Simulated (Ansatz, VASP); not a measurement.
**Two plane-wave programs on MgBe**

```
Mg Be
1.0
     4.71797    0.00000    0.00000
     0.00000    4.71797    0.00000
     0.00000    0.00000    3.97049
Mg Be
2 2
Direct
  0.50000 0.00000 0.52931
  0.00000 0.50000 0.52931
  0.50000 0.50000 0.79601
  0.50000 0.50000 0.30195
```

Alike in both runs: functional PBE; k mesh 6 × 6 × 4; occupations gaussian, width 0.1 eV; no spin polarisation.

Ansatz relaxed the structure, and its values are those at the end. VASP's run is a single point on that final structure, the one shown.

```csv
,VASP,Ansatz
version,VASP 6.6.1,Ansatz 0.2.0
potentials or method,"VASP PAW PBE potentials, release 64 (Mg, Be), cutoff 520 eV","scalar-relativistic, plane waves, PAW"
valence electrons in the cell,8,24
```

```tsv
	VASP	Ansatz	Ansatz less VASP
gap on the k mesh at the Fermi level (eV)	none	none	-
pressure (GPa)	0.0	0.0	+0.02
rms of the force components (eV/Å)	0.005	0.003	-0.0021
```

A gap of «none» marks a metal or a gap that the smearing closes. VASP's potentials hold 8 valence electrons a cell and Ansatz's 24, so a difference there can come from the potentials and not from the codes.

The k mesh is coarse, so the values compare programs but aren't converged.
